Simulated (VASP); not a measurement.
# TaN (P-62m) in VASP: notebook

TaN is run at these levels: PBEsol; tasks: single point.

Everything below comes from runs of VASP 6.6.1. Logs are shortened: lines on timing, memory, paths and dates and some standing lists are left out, and cuts for length are marked.

### Step 1. The cell of the first run

Symmetry: P-62m, No. 189, hexagonal system. Conventional cell: a = 5.155 Å, b = 5.155 Å, c = 2.954 Å, α = 90.00°, β = 90.00°, γ = 120.00°. Within 3.0 Å of Ta (site symmetry -6) lie 6 N at 2.17 Å and 5 Ta at 2.95 to 2.98 Å. Ta (site symmetry -62m) has 3 N at 2.03 Å within 2.7 Å. N (site symmetry m2m) has 5 Ta at 2.03 to 2.17 Å and 4 N at 2.75 Å within 2.8 Å.

### Step 2. Single point, PBEsol (uniaxial strain along c: +2.0 %, then relaxed in part)

Contents of INCAR:

```
ALGO = Normal
EDIFF = 1E-6
ENCUT = 520
GGA = PS
ISIF = 2
ISMEAR = 0
LASPH = True
LCHARG = True
LELF = True
LREAL = False
LVHAR = True
LWAVE = False
NBANDS = 33
NELM = 100
PREC = Accurate
SIGMA = 0.1
```

Contents of KPOINTS:

```
k-points
0
Gamma
  12 12 12
```

Contents of POSCAR:

```
TaN
1.0
    5.1554886010      0.0000000000      0.0000000000
   -2.5777443005      4.4647840973      0.0000000000
    0.0000000000      0.0000000000      2.9539172230
Ta N
3 3
Direct
    0.3333333345      0.6666666652      0.5000000000
    0.6666666652      0.3333333345      0.5000000000
   -0.0000000006     -0.0000000006      0.0000000000
    0.3941618694     -0.0000000008      0.0000000000
    0.6058381324      0.6058381324      0.0000000000
   -0.0000000008      0.3941618694      0.0000000000
```

Potentials or basis: VASP PAW PBE potentials, release 64 (Ta_pv, N).

The run is started by

```sh
$ cat potpaw_PBE.64/Ta_pv/POTCAR potpaw_PBE.64/N/POTCAR > POTCAR
$ mpirun -np 1 vasp_std > vasp.out
```

OUTCAR:

```text
EDIFF = 1E-6
   ENCUT = 520
   GGA = PS
   ISIF = 2
   ISMEAR = 0
   LASPH = True
   LREAL = False
   NELM = 100
   PREC = Accurate

 ion  position               nearest neighbor table
   1  0.333  0.667  0.500-   5 2.17   5 2.17   6 2.17   6 2.17   4 2.17   4 2.17   2 2.98   2 2.98
                             2 2.98   3 3.32   3 3.32   3 3.32   3 3.32   3 3.32   3 3.32
   2  0.667  0.333  0.500-   5 2.17   5 2.17   4 2.17   4 2.17   6 2.17   6 2.17   1 2.98   1 2.98
                             1 2.98   3 3.32   3 3.32   3 3.32   3 3.32   3 3.32   3 3.32
   3  1.000  1.000  0.000-   5 2.03   6 2.03   4 2.03   2 3.32   2 3.32   1 3.32   1 3.32   1 3.32
                             1 3.32   2 3.32   2 3.32   2 3.32   1 3.32   1 3.32   2 3.32
   4  0.394  1.000  0.000-   3 2.03   2 2.17   2 2.17   1 2.17   1 2.17
   5  0.606  0.606  0.000-   3 2.03   2 2.17   2 2.17   1 2.17   1 2.17
   6  1.000  0.394  0.000-   3 2.03   1 2.17   1 2.17   2 2.17   2 2.17

  LATTYP: Found a hexagonal cell.
 ALAT       =     5.1554886010
 C/A-ratio  =     0.5729655231

  Lattice vectors:

 A1 = (   5.1554886010,   0.0000000000,   0.0000000000)
 A2 = (  -2.5777443005,   4.4647840973,   0.0000000000)
 A3 = (   0.0000000000,   0.0000000000,   2.9539172230)

Analysis of symmetry for initial positions (statically):
=====================================================================
 Subroutine PRICEL returns:
 Original cell was already a primitive cell.

 Routine SETGRP: Setting up the symmetry group for a
 hexagonal supercell.

 Subroutine GETGRP returns: Found 12 space group operations
 (whereof 12 operations were pure point group operations)
 out of a pool of 24 trial point group operations.

The static configuration has the point symmetry D_3h.

Analysis of symmetry for dynamics (positions and initial velocities):
=====================================================================
 Subroutine PRICEL returns:
 Original cell was already a primitive cell.

 Routine SETGRP: Setting up the symmetry group for a
 hexagonal supercell.

 Subroutine GETGRP returns: Found 12 space group operations
 (whereof 12 operations were pure point group operations)
 out of a pool of 24 trial point group operations.

The dynamic configuration has the point symmetry D_3h.

 Subroutine INISYM returns: Found 12 space group operations
 (whereof 12 operations are pure point group operations),
 and found     1 'primitive' translations

----------------------------------------------------------------------------------------

                                     Primitive cell

  volume of cell :      67.9937

  direct lattice vectors                    reciprocal lattice vectors
     5.155488601  0.000000000  0.000000000     0.193968036  0.111987498  0.000000000
    -2.577744301  4.464784097  0.000000000     0.000000000  0.223974996  0.000000000
     0.000000000  0.000000000  2.953917223     0.000000000  0.000000000  0.338533522

  length of vectors
     5.155488601  5.155488601  2.953917223     0.223974996  0.223974996  0.338533522

  position of ions in fractional coordinates (direct lattice)
     0.333333334  0.666666665  0.500000000
     0.666666665  0.333333334  0.500000000
     0.999999999  0.999999999  0.000000000
     0.394161869  0.999999999  0.000000000
     0.605838132  0.605838132  0.000000000
     0.999999999  0.394161869  0.000000000

  ion indices of the primitive-cell ions
   primitive index   ion index
                 1           1
                 2           2
                 3           3
                 4           4
                 5           5
                 6           6

----------------------------------------------------------------------------------------

 KPOINTS: k-points

Automatic generation of k-mesh.
 Grid dimensions read from file:
 generate k-points for:   12   12   12

 Generating k-lattice:

  Cartesian coordinates                     Fractional coordinates (reciprocal lattice)
     0.016164003  0.009332291  0.000000000     0.083333333  0.000000000  0.000000000
     0.000000000  0.018664583  0.000000000     0.000000000  0.083333333  0.000000000
     0.000000000  0.000000000  0.028211127     0.000000000  0.000000000  0.083333333

  Length of vectors
     0.018664583  0.018664583  0.028211127

  Shift w.r.t. Gamma in fractional coordinates (k-lattice)
     0.000000000  0.000000000  0.000000000

 Subroutine IBZKPT returns following result:
 ===========================================

 Found    133 irreducible k-points:

 Following reciprocal coordinates:
            Coordinates               Weight
  0.000000  0.000000  0.000000      1.000000
  0.083333 -0.000000  0.000000      6.000000
  0.166667  0.000000  0.000000      6.000000
  0.250000 -0.000000  0.000000      6.000000
  0.333333 -0.000000  0.000000      6.000000
  0.416667 -0.000000  0.000000      6.000000
[... 16 lines left out ...]
  0.250000 -0.000000  0.083333     12.000000
  0.333333 -0.000000  0.083333     12.000000
 [... further k-points ...]
   k-points           NKPTS =    133   k-points in BZ     NKDIM =    133   number of bands    NBANDS=     33
   number of dos      NEDOS =    301   number of ions     NIONS =      6
   total plane-waves  NPLWV =  38400
   dimension x,y,z NGX =    40 NGY =   40 NGZ =   24
   dimension x,y,z NGXF=    80 NGYF=   80 NGZF=   48
   ions per type =               3   3
   NGX,Y,Z   is equivalent  to a cutoff of  12.90, 12.90, 13.51 a.u.
   NGXF,Y,Z  is equivalent  to a cutoff of  25.80, 25.80, 27.01 a.u.
 SYSTEM =  unknown system
   PREC   = accura    normal or accurate (medium, high low for compatibility)
   ISTART =      0    job   : 0-new  1-cont  2-samecut
   ICHARG =      2    charge: 1-file 2-atom 10-const
   ISPIN  =      1    spin polarized calculation?
   LNONCOLLINEAR =      F non collinear calculations
   LSORBIT =      F    spin-orbit coupling
   LASPH  =      T    aspherical Exc in radial PAW
   ENCUT  =  520.0 eV  38.22 Ry    6.18 a.u.   9.59  9.59  5.49*2*pi/ulx,y,z
   NELM   =    100;   NELMIN=  2; NELMDL= -5     # of ELM steps
   EDIFF  = 0.1E-05   stopping-criterion for ELM
   LREAL  =      F    real-space projection
   EDIFFG = 0.1E-04   stopping-criterion for IOM
   NSW    =      0    number of steps for IOM
   IBRION =     -1    ionic relax: 0-MD 1-quasi-New 2-CG
   NFREE  =      0    steps in history (QN), initial steepest desc. (CG)
   ISIF   =      2    stress and relaxation
   ISYM   =      2    0-nonsym 1-usesym 2-fastsym
   POTIM  = 0.5000    time-step for ionic-motion
   TEBEG  =    0.0;   TEEND  =   0.0 temperature during run
   PSTRESS=    0.0 pullay stress
   NELECT =      48.0000    total number of electrons
   NUPDOWN=      -1.0000    fix difference up-down
   EMIN   =  10.00;   EMAX   =-10.00  energy-range for DOS
   EFERMI =   0.00;   METHOD = LEGACY
   ISMEAR =     0;   SIGMA  =   0.10  broadening in eV -4-tet -1-fermi 0-gaus
   EFERMI_NEDOS =   21; number of points for ismear=-14 and -15
   IALGO  =     38    algorithm
   IMIX   =      4    mixing-type and parameters
     AMIX     =   0.40;   BMIX     =  1.00
     AMIX_MAG =   1.60;   BMIX_MAG =  1.00
  volume/ion in A,a.u.               =      11.33        76.47
  Fermi-wavevector in a.u.,A,eV,Ry     =   1.457692  2.754638 28.910548  2.124865
  Thomas-Fermi vector in A             =   2.574464
   LORBIT       =      0    0 simple, 1 ext, 2 COOP (PROOUT), +10 PAW based schemes
   GGA     = PS    functional components
   LHFCALC =     F    Hartree Fock is set to
   AEXX    =    0.0000 exact exchange contribution
   IVDW    =     0    specifies the selected vdW correction
   LEPSILON=     F    determine dielectric tensor
   LRPA    =     F    only Hartree local field effects (RPA)
 non-spin polarized calculation
 Gauss-broadening in eV      SIGMA  =   0.10
  energy-cutoff  :      520.00
  volume of cell :       67.99
 maximum number of plane-waves:      1851
 NGX is ok and might be reduce to    40
   NGX = 19   NGY = 19   NGZ = 11

 number of electron      48.0000004 magnetization

 Free energy of the ion-electron system (eV)
  ---------------------------------------------------
  ext. energy  EPLUGINS =         0.00000000
  ---------------------------------------------------
  free energy    TOTEN  =       -71.40525707 eV

  energy without entropy =      -71.40350362  energy(sigma->0) =      -71.40438034

 E-fermi :   8.2340     XC(G=0): -13.1701

 val. band max:        8.2144075452   @ k =   0.0833   0.0833   0.0000
 cond. band min:       8.2424740076   @ k =   0.2500  -0.0000   0.1667
 fundamental gap:      0.0280664624
 Fermi energy:         8.2340004351

 k-point     1 :       0.0000    0.0000    0.0000
  band No.  band energies     occupation
      1     -27.9964      2.00000
      2     -27.9964      2.00000
      3     -27.6306      2.00000
      4     -27.6306      2.00000
      5     -27.5048      2.00000
      6     -27.3866      2.00000
[... 25 lines left out ...]
     32      11.2926      0.00000
     33      11.2926      0.00000

 k-point     2 :       0.0833   -0.0000    0.0000
  band No.  band energies     occupation
      1     -28.0034      2.00000
      2     -27.9954      2.00000
      3     -27.6228      2.00000
      4     -27.6214      2.00000
      5     -27.5028      2.00000
      6     -27.3883      2.00000
[... 25 lines left out ...]
     32      11.2663      0.00000
     33      11.3487      0.00000
[... 754 lines left out ...]
     32      11.7428      0.00000
     33      12.2517      0.00000

 k-point    24 :       0.3333   -0.0000    0.0833
  band No.  band energies     occupation
      1     -28.0509      2.00000
      2     -27.9326      2.00000
      3     -27.6200      2.00000
      4     -27.5367      2.00000
      5     -27.5306      2.00000
      6     -27.4607      2.00000
[... 25 lines left out ...]
     32      11.8533      0.00000
     33      12.0526      0.00000

 [... further k-points ...]

------------------------ aborting loop because EDIFF is reached ----------------------------------------

  FORCE on cell =-STRESS in cart. coord.  units (eV):
  Direction    XX          YY          ZZ          XY          YZ          ZX
  --------------------------------------------------------------------------------------
  -------------------------------------------------------------------------------------
  Total        0.3718552      0.3718552     -4.5693761      0.0000000      0.0000000      0.0000000
  in kB        8.7622540      8.7622540   -107.6710303      0.0000000      0.0000000      0.0000000
  external PRESSURE =     -30.0488408 kB  Pullay stress =       0.0000000 kB

 VOLUME and BASIS-vectors are now :
 -----------------------------------------------------------------------------
  energy-cutoff  :      520.00
  volume of cell :       67.99
      direct lattice vectors                 reciprocal lattice vectors
     5.155488601  0.000000000  0.000000000     0.193968036  0.111987498  0.000000000
    -2.577744301  4.464784097  0.000000000     0.000000000  0.223974996  0.000000000
     0.000000000  0.000000000  2.953917223     0.000000000  0.000000000  0.338533522

 POSITION                                       TOTAL-FORCE (eV/Angst)
 -----------------------------------------------------------------------------------
      0.00000      2.97652      1.47696        -0.000000      0.000000      0.000000
      2.57774      1.48826      1.47696        -0.000000      0.000000      0.000000
      2.57774      4.46478      0.00000        -0.000000      0.000000      0.000000
     -0.54565      4.46478      0.00000         0.013586      0.000000      0.000000
      1.56170      2.70494      0.00000        -0.006793     -0.011766     -0.000000
      4.13944      1.75985      0.00000        -0.006793      0.011766      0.000000
 -----------------------------------------------------------------------------------
    total drift:                               -0.000003     -0.000005      0.000000

  FREE ENERGIE OF THE ION-ELECTRON SYSTEM (eV)
  ---------------------------------------------------
  free  energy   TOTEN  =       -71.4052570670 eV

  energy  without entropy=      -71.4035036166  energy(sigma->0) =      -71.40438034
```

It took 6.2 min on 1 thread of Intel Xeon 8259CL, shared host; peak memory 0.36 GiB.

Results:

```
Free energy            : -71.4053 eV
Pressure               : -3.0 GPa
Largest force          : 0.014 eV/Å
Band gap on the k mesh : zero (bands 24 and 25 overlap by 2.93 eV)
```

Forces in eV/Å, atoms in the order of the input:
```
Ta   0.000  0.000  0.000
Ta   0.000  0.000  0.000
Ta   0.000  0.000  0.000
N    0.014  0.000  0.000
N   -0.007 -0.012  0.000
N   -0.007  0.012  0.000
```

Stress tensor (GPa, compression positive):
```
  0.88   0.00   0.00
  0.00   0.88   0.00
  0.00   0.00 -10.77
```

Caveat: the cell differs from its parent crystal (uniaxial strain along c: +2.0 %, then relaxed in part); the stress differs along the axes, from -11 to 1 GPa; the PAW data sets were made with another functional, which shifts forces and pressure a little; spin-orbit coupling is left out, which moves the levels of the heavy elements.

(Continued in part 2 of 3.)

The gap in the log of VASP goes by the Fermi energy; the results here count the filled bands.